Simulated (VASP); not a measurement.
Here is a VASP 6.6.1 calculation.

File POSCAR:

```
BN
1.0
    2.4472412002      0.0000000000      0.0000000000
   -1.2236206001      2.1193730486      0.0000000000
    0.0000000000      0.0000000000      6.5002395416
N B
2 2
Direct
    0.6666666667      0.3333333333      0.2500000000
    0.3333333333      0.6666666667      0.7500000000
    0.6666666667      0.3333333333      0.7500000000
    0.3333333333      0.6666666667      0.2500000000
```

INCAR.step1

```
SYSTEM = BN
ALGO     = Normal         ! electronic algorithm
EDIFF    = 1E-4           ! SCF threshold, eV
ENCUT    = 520            ! plane-wave cutoff, eV
GGA      = PE             ! functional
ISMEAR   = -1             ! smearing method
LASPH    = .TRUE.         ! aspherical terms in the spheres
LCHARG   = .FALSE.        ! write CHGCAR
LREAL    = .FALSE.        ! projectors in reciprocal space
LWAVE    = .TRUE.         ! write WAVECAR
NBANDS   = 16             ! bands
NELM     = 100            ! most SCF steps
PREC     = Accurate       ! precision mode
SIGMA    = 0.05           ! smearing width, eV
```

INCAR.step2

```
SYSTEM = BN
ALGO     = Normal         ! electronic algorithm
EDIFF    = 1E-7           ! SCF threshold, eV
ENCUT    = 520            ! plane-wave cutoff, eV
ISIF     = 2              ! what is computed and relaxed
ISMEAR   = -1             ! smearing method
ISTART   = 1            
LASPH    = .TRUE.         ! aspherical terms in the spheres
LCHARG   = .FALSE.        ! write CHGCAR
LMIXTAU  = .TRUE.       
LREAL    = .FALSE.        ! projectors in reciprocal space
LWAVE    = .FALSE.        ! write WAVECAR
METAGGA  = R2SCAN         ! meta-GGA
NBANDS   = 16             ! bands
NELM     = 100            ! most SCF steps
PREC     = Accurate       ! precision mode
SIGMA    = 0.05           ! smearing width, eV
```

KPOINTS

```
k-points
0
G
  12 12 4
  0 0 0
```

Potentials or basis: VASP PAW PBE potentials, release 64 (N, B).

The run is started by

```sh
$ cat potpaw_PBE.64/N/POTCAR potpaw_PBE.64/B/POTCAR > POTCAR
$ cp INCAR.step1 INCAR
$ mpirun -np 1 vasp_std > vasp.out
$ cp INCAR.step2 INCAR
$ mpirun -np 1 vasp_std > vasp.out
```

(1) Predict the band gap on the k mesh.

(2) Predict the pressure.

## Answers

(1) 4.96 eV, indirect (least direct gap 5.42 eV).

(2) 19.1 GPa.

Caveat: the PAW data sets were made with another functional, which shifts forces and pressure a little.
